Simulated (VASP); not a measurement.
# Mo12N in VASP: single point with PBE

Aim: the single point of Mo12N with PBE.

Program: VASP 6.6.1. These are calculated values, not measurements. Logs are shortened: lines on timing, memory, paths and dates and some standing lists are left out, and cuts for length are marked.

### 1 The cell of the first run

The cell holds a slab with vacuum, 13 atoms: a = 5.474 Å, b = 5.474 Å, c = 19.808 Å, α = 90.00°, β = 90.00°, γ = 109.47°.

### 2 Single point, PBE

The input, INCAR:

```
SYSTEM = Mo12N
PREC = Accurate ; ENCUT = 520
EDIFF = 1E-6 ; ISMEAR = 0
SIGMA = 0.1 ; LREAL = .FALSE.
LASPH = .TRUE. ; NELM = 100
ALGO = Normal ; ISIF = 2
LWAVE = .FALSE. ; LCHARG = .FALSE.
LDIPOL = .TRUE. ; IDIPOL = 3
DIPOL = 0.5 0.5 0.325 ; GGA = PE
NBANDS = 98
```

The input, KPOINTS:

```
regular mesh
0
G
  5 5 1
  0 0 0
```

The input, POSCAR:

```
Mo12N
1.0
    5.4740406976      0.0000000000      0.0000000000
   -1.8246802325      5.1609750637      0.0000000000
    0.0000000000      0.0000000000     19.8082144129
Mo N
12 1
Direct
    0.2500000000      0.2500000000      0.2019364248
    0.2500000000      0.7500000000      0.2019364248
    0.7500000000      0.2500000000      0.2019364248
    0.7500000000      0.7500000000      0.2019364248
    0.0000000000      0.0000000000      0.3106872619
    0.0000000000      0.5000000000      0.3106872619
    0.5000000000      0.0000000000      0.3106872619
    0.5000000000      0.5000000000      0.3106872619
    0.2500000000      0.2500000000      0.4194327787
    0.2500000000      0.7500000000      0.4194327787
    0.7500000000      0.2500000000      0.4194327787
    0.7500000000      0.7500000000      0.4194327787
    0.3333333333      0.6666666667      0.4991634749
```

Potentials or basis: VASP PAW PBE potentials, release 64 (Mo_sv, N).

Launch:

```sh
$ cat potpaw_PBE.64/Mo_sv/POTCAR potpaw_PBE.64/N/POTCAR > POTCAR
$ mpirun -np 1 vasp_std > vasp.out
```

OUTCAR:

```text
SYSTEM = Mo12N
   PREC = Accurate
   ENCUT = 520
   EDIFF = 1E-6
   ISMEAR = 0
   LREAL = .FALSE.
   LASPH = .TRUE.
   NELM = 100
   ISIF = 2
   GGA = PE

 ion  position               nearest neighbor table
   1  0.250  0.250  0.202-   5 2.67   8 2.67   3 2.74   3 2.74   2 2.74   2 2.74   7 3.10   6 3.10
                             4 3.16   4 3.16
   2  0.250  0.750  0.202-   6 2.67   7 2.67   4 2.74   4 2.74   1 2.74   1 2.74   5 3.10   8 3.10
                             3 3.16   3 3.16
   3  0.750  0.250  0.202-   6 2.67   7 2.67   1 2.74   1 2.74   4 2.74   4 2.74   5 3.10   8 3.10
                             2 3.16   2 3.16
   4  0.750  0.750  0.202-   5 2.67   8 2.67   2 2.74   2 2.74   3 2.74   3 2.74   7 3.10   6 3.10
                             1 3.16   1 3.16
   5  0.000  0.000  0.311-   9 2.67  12 2.67   1 2.67   4 2.67   7 2.74   7 2.74   6 2.74   6 2.74
                            11 3.10  10 3.10   3 3.10   2 3.10   8 3.16   8 3.16
   6  0.000  0.500  0.311-  10 2.67  11 2.67   2 2.67   3 2.67   8 2.74   8 2.74   5 2.74   5 2.74
                             9 3.10  12 3.10   1 3.10   4 3.10   7 3.16   7 3.16
   7  0.500  0.000  0.311-  10 2.67  11 2.67   2 2.67   3 2.67   5 2.74   5 2.74   8 2.74   8 2.74
                             9 3.10  12 3.10   1 3.10   4 3.10   6 3.16   6 3.16
   8  0.500  0.500  0.311-   9 2.67  12 2.67   1 2.67   4 2.67   6 2.74   6 2.74   7 2.74   7 2.74
                            11 3.10  10 3.10   3 3.10   2 3.10   5 3.16   5 3.16
   9  0.250  0.250  0.419-   5 2.67   8 2.67  11 2.74  11 2.74  10 2.74  10 2.74   7 3.10   6 3.10
                            12 3.16  12 3.16
  10  0.250  0.750  0.419-  13 1.75   7 2.67   6 2.67  12 2.74  12 2.74   9 2.74   9 2.74   8 3.10
                             5 3.10  11 3.16  11 3.16
  11  0.750  0.250  0.419-   6 2.67   7 2.67   9 2.74   9 2.74  12 2.74  12 2.74   5 3.10   8 3.10
                            10 3.16  10 3.16
  12  0.750  0.750  0.419-   5 2.67   8 2.67  10 2.74  10 2.74  11 2.74  11 2.74   7 3.10   6 3.10
                             9 3.16   9 3.16
  13  0.333  0.667  0.499-  10 1.75

  LATTYP: Found a base centered orthorhombic cell.
 ALAT       =     6.3208777407
 B/A-ratio  =     1.4142135624
 C/A-ratio  =     3.1337759130

  Lattice vectors:

 A1 = (   5.4740406976,   0.0000000000,   0.0000000000)
 A2 = (  -1.8246802325,   5.1609750637,   0.0000000000)
 A3 = (   0.0000000000,   0.0000000000,  19.8082144129)

Analysis of symmetry for initial positions (statically):
=====================================================================
 Subroutine PRICEL returns:
 Original cell was already a primitive cell.

 Routine SETGRP: Setting up the symmetry group for a
 base centered orthorhombic supercell.

 Subroutine GETGRP returns: Found  2 space group operations
 (whereof  2 operations were pure point group operations)
 out of a pool of  8 trial point group operations.

The static configuration has the point symmetry C_1h.

Analysis of symmetry for dynamics (positions and initial velocities):
=====================================================================
 Subroutine PRICEL returns:
 Original cell was already a primitive cell.

 Routine SETGRP: Setting up the symmetry group for a
 base centered orthorhombic supercell.

 Subroutine GETGRP returns: Found  2 space group operations
 (whereof  2 operations were pure point group operations)
 out of a pool of  8 trial point group operations.

The dynamic configuration has the point symmetry C_1h.

 Subroutine INISYM returns: Found  2 space group operations
 (whereof  2 operations are pure point group operations),
 and found     1 'primitive' translations

----------------------------------------------------------------------------------------

                                     Primitive cell

  volume of cell :     559.6095

  direct lattice vectors                    reciprocal lattice vectors
     5.474040698  0.000000000  0.000000000     0.182680410  0.064587278  0.000000000
    -1.824680232  5.160975064  0.000000000     0.000000000  0.193761835  0.000000000
     0.000000000  0.000000000 19.808214413     0.000000000  0.000000000  0.050484106

  length of vectors
     5.474040698  5.474040698 19.808214413     0.193761835  0.193761835  0.050484106

  position of ions in fractional coordinates (direct lattice)
     0.250000000  0.250000000  0.201936425
     0.250000000  0.750000000  0.201936425
     0.750000000  0.250000000  0.201936425
     0.750000000  0.750000000  0.201936425
     0.000000000  0.000000000  0.310687262
     1.000000000  0.500000000  0.310687262
     0.500000000  0.000000000  0.310687262
[... 53 lines left out ...]
  0.400000  0.000000  0.000000      4.000000
  0.200000  0.200000  0.000000      2.000000
  0.400000  0.200000  0.000000      4.000000
 -0.400000  0.200000  0.000000      4.000000
 -0.200000  0.200000  0.000000      2.000000
  0.400000  0.400000  0.000000      2.000000
 -0.400000  0.400000  0.000000      2.000000
   k-points           NKPTS =      9   k-points in BZ     NKDIM =      9   number of bands    NBANDS=     98
   number of dos      NEDOS =    301   number of ions     NIONS =     13
   total plane-waves  NPLWV = 264600
   dimension x,y,z NGX =    42 NGY =   42 NGZ =  150
   dimension x,y,z NGXF=    84 NGYF=   84 NGZF=  300
   ions per type =              12   1
   NGX,Y,Z   is equivalent  to a cutoff of  12.76, 12.76, 12.59 a.u.
   NGXF,Y,Z  is equivalent  to a cutoff of  25.51, 25.51, 25.18 a.u.
 SYSTEM =  Mo12N
   PREC   = accura    normal or accurate (medium, high low for compatibility)
   ISTART =      0    job   : 0-new  1-cont  2-samecut
   ICHARG =      2    charge: 1-file 2-atom 10-const
   ISPIN  =      1    spin polarized calculation?
   LNONCOLLINEAR =      F non collinear calculations
   LSORBIT =      F    spin-orbit coupling
   LASPH  =      T    aspherical Exc in radial PAW
   ENCUT  =  520.0 eV  38.22 Ry    6.18 a.u.  10.18 10.18 36.83*2*pi/ulx,y,z
   NELM   =    100;   NELMIN=  2; NELMDL= -5     # of ELM steps
   EDIFF  = 0.1E-05   stopping-criterion for ELM
   LREAL  =      F    real-space projection
   EDIFFG = 0.1E-04   stopping-criterion for IOM
   NSW    =      0    number of steps for IOM
   IBRION =     -1    ionic relax: 0-MD 1-quasi-New 2-CG
   NFREE  =      0    steps in history (QN), initial steepest desc. (CG)
   ISIF   =      2    stress and relaxation
   ISYM   =      2    0-nonsym 1-usesym 2-fastsym
   POTIM  = 0.5000    time-step for ionic-motion
   TEBEG  =    0.0;   TEEND  =   0.0 temperature during run
   PSTRESS=    0.0 pullay stress
   NELECT =     173.0000    total number of electrons
   NUPDOWN=      -1.0000    fix difference up-down
   EMIN   =  10.00;   EMAX   =-10.00  energy-range for DOS
   EFERMI =   0.00;   METHOD = LEGACY
   ISMEAR =     0;   SIGMA  =   0.10  broadening in eV -4-tet -1-fermi 0-gaus
   EFERMI_NEDOS =   21; number of points for ismear=-14 and -15
   IALGO  =     38    algorithm
   IMIX   =      4    mixing-type and parameters
     AMIX     =   0.40;   BMIX     =  1.00
     AMIX_MAG =   1.60;   BMIX_MAG =  1.00
  volume/ion in A,a.u.               =      43.05       290.49
  Fermi-wavevector in a.u.,A,eV,Ry     =   1.106951  2.091835 16.671777  1.225341
  Thomas-Fermi vector in A             =   2.243459
   LORBIT       =      0    0 simple, 1 ext, 2 COOP (PROOUT), +10 PAW based schemes
   GGA     = PE    functional components
   LHFCALC =     F    Hartree Fock is set to
   AEXX    =    0.0000 exact exchange contribution
   IVDW    =     0    specifies the selected vdW correction
   LEPSILON=     F    determine dielectric tensor
   LRPA    =     F    only Hartree local field effects (RPA)
 non-spin polarized calculation
 Gauss-broadening in eV      SIGMA  =   0.10
  energy-cutoff  :      520.00
  volume of cell :      559.61
 maximum number of plane-waves:     15102
 NGX is ok and might be reduce to    42
   NGX = 21   NGY = 21   NGZ = 73

 dipolmoment           0.000000      0.000000     -0.085412 electrons x Angstroem

 number of electron     172.9999986 magnetization

 dipolmoment           0.000000      0.000000      0.148274 electrons x Angstroem

 Free energy of the ion-electron system (eV)
  ---------------------------------------------------
  ext. energy  EPLUGINS =         0.00000000
  ---------------------------------------------------
  free energy    TOTEN  =      -129.18044883 eV

  energy without entropy =     -129.10392160  energy(sigma->0) =     -129.14218521

 E-fermi :   1.0252     XC(G=0):  -5.6348

 val. band max:        1.0149880532   @ k =   0.2000   0.0000   0.0000
 cond. band min:       1.0412758041   @ k =  -0.4000   0.4000   0.0000
 fundamental gap:      0.0262877509
 Fermi energy:         1.0251914047

 k-point     1 :       0.0000    0.0000    0.0000
  band No.  band energies     occupation
      1     -60.1957      2.00000
      2     -60.0323      2.00000
      3     -59.9779      2.00000
      4     -59.9658      2.00000
      5     -59.9472      2.00000
      6     -59.8934      2.00000
[... 898 lines left out ...]
     97       1.8844      0.00000
     98       1.9198      0.00000

------------------------ aborting loop because EDIFF is reached ----------------------------------------

 vacuum level on the upper side and lower side of the slab       (xc-potential included)         0.381        -0.470

  FORCE on cell =-STRESS in cart. coord.  units (eV):
  Direction    XX          YY          ZZ          XY          YZ          ZX
  --------------------------------------------------------------------------------------
  -------------------------------------------------------------------------------------
  Total       -7.0432867     -7.6580251      3.4314787     -0.8693715     -1.6256059      2.2989560
  in kB      -20.1651211    -21.9251341      9.8244169     -2.4890342     -4.6541538      6.5819735
  external PRESSURE =     -10.7552795 kB  Pullay stress =       0.0000000 kB

 VOLUME and BASIS-vectors are now :
 -----------------------------------------------------------------------------
  energy-cutoff  :      520.00
  volume of cell :      559.61
      direct lattice vectors                 reciprocal lattice vectors
     5.474040698  0.000000000  0.000000000     0.182680410  0.064587278  0.000000000
    -1.824680232  5.160975064  0.000000000     0.000000000  0.193761835  0.000000000
     0.000000000  0.000000000 19.808214413     0.000000000  0.000000000  0.050484106

 POSITION                                       TOTAL-FORCE (eV/Angst)
 -----------------------------------------------------------------------------------
      0.91234      1.29024      4.00000        -0.007663      0.000442     -0.197626
      0.00000      3.87073      4.00000        -0.061372      0.043397      0.020844
      3.64936      1.29024      4.00000         0.061013     -0.043143      0.318330
      2.73702      3.87073      4.00000        -0.002971      0.007077     -0.197626
      0.00000      0.00000      6.15416         0.036204     -0.025600      0.128575
     -0.91234      2.58049      6.15416        -0.308138     -0.407027     -0.836777
      2.73702      0.00000      6.15416         0.281036      0.426191     -0.836777
      1.82468      2.58049      6.15416        -0.095186      0.067307      0.058327
      0.91234      1.29024      8.30821        -0.096118      0.181111      0.611874
      0.00000      3.87073      8.30821        -0.645042      0.456113      0.857529
      3.64936      1.29024      8.30821        -0.268212      0.189654     -0.588028
      2.73702      3.87073      8.30821        -0.202792      0.030251      0.611874
      0.60823      3.44065      9.88754         1.309240     -0.925772      0.049480
 -----------------------------------------------------------------------------------
    total drift:                                0.000027     -0.000019      0.000948

  FREE ENERGIE OF THE ION-ELECTRON SYSTEM (eV)
  ---------------------------------------------------
  free  energy   TOTEN  =      -129.1804488254 eV

  energy  without entropy=     -129.1039215968  energy(sigma->0) =     -129.14218521

 vacuum level on the upper side and lower side of the slab         6.648         5.699
```

Run time: 53 min. Hardware: 1 thread of Intel Xeon 8259CL, shared host; peak memory 0.76 GiB.

Results:

```yaml
Free_energy: -129.1804 eV
Largest_force: 1.604 eV/Å
Band_gap_on_the_k_mesh: zero (an odd number of electrons rules out a gap without spin polarisation)
```

Forces on the atoms (eV/Å):
```
Mo  -0.008  0.000 -0.198
Mo  -0.061  0.043  0.021
Mo   0.061 -0.043  0.318
Mo  -0.003  0.007 -0.198
Mo   0.036 -0.026  0.129
Mo  -0.308 -0.407 -0.837
Mo   0.281  0.426 -0.837
Mo  -0.095  0.067  0.058
Mo  -0.096  0.181  0.612
Mo  -0.645  0.456  0.858
Mo  -0.268  0.190 -0.588
Mo  -0.203  0.030  0.612
N    1.309 -0.926  0.049
```

The gap in the log of VASP goes by the Fermi energy; the results here count the filled bands.